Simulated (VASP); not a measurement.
Here is a VASP 6.6.1 calculation.

The input INCAR:

```
PREC     = Accurate       # precision mode
ENCUT    = 520            # plane-wave cutoff, eV
EDIFF    = 1E-7           # SCF threshold, eV
ISMEAR   = 0              # smearing method
SIGMA    = 0.05           # smearing width, eV
LREAL    = False          # projectors in reciprocal space
LASPH    = True           # aspherical terms in the spheres
NELM     = 100            # most SCF steps
ALGO     = Normal         # electronic algorithm
ISIF     = 2              # what is computed and relaxed
LWAVE    = False          # write WAVECAR
LCHARG   = False          # write CHGCAR
GGA      = PS             # functional
NELECT   = 40.0         
NBANDS   = 32             # bands
```

File KPOINTS:

```
regular mesh
0
Gamma
  6 6 6
```

Contents of POSCAR:

```
Al6N5
1.0
   -3.3014697842      0.0000000000      4.1398709024
    1.6507348921     -2.8591567030      4.1398709024
    1.6507348921      2.8591567030      4.1398709024
Al N
6 5
Direct
    0.2500000000      0.9166666667      0.5833333333
    0.5833333333      0.2500000000      0.9166666667
    0.9166666667      0.5833333333      0.2500000000
    0.7500000000      0.0833333333      0.4166666667
    0.0833333333      0.4166666667      0.7500000000
    0.4166666667      0.7500000000      0.0833333333
    0.4166666667      0.0833333333      0.7500000000
    0.7500000000      0.4166666667      0.0833333333
    0.9054426216      0.2004675252      0.5529550734
    0.2500000000      0.5833333333      0.9166666667
    0.5833333333      0.9166666667      0.2500000000
```

Potentials or basis: VASP PAW PBE potentials, release 64 (Al, N).

Launch:

```sh
$ cat potpaw_PBE.64/Al/POTCAR potpaw_PBE.64/N/POTCAR > POTCAR
$ mpirun -np 1 vasp_std > vasp.out
```

Problem. Estimate the largest force.

Solution. 6.229 eV/Å.

Forces in eV/Å, atoms in the order of the input:
```
Al  -0.453  0.315  2.819
Al  -0.540  0.008 -0.342
Al  -0.225  0.348 -3.211
Al   2.197 -1.172 -4.117
Al  -0.075  2.337  0.530
Al  -2.033 -1.152  0.025
N    1.109 -0.003 -0.625
N   -0.407 -1.078 -1.226
N    0.032 -0.259  6.223
N    0.491 -0.377 -0.017
N   -0.095  1.035 -0.061
```

Caveat: the cell carries a net charge on a neutralising background, which shifts energy and pressure; the cell differs from its parent crystal (atoms taken out, atom 9 moved 0.125 of the way to it and -0.175 Å across, host rigid); the PAW data sets were made with another functional, which shifts forces and pressure a little.
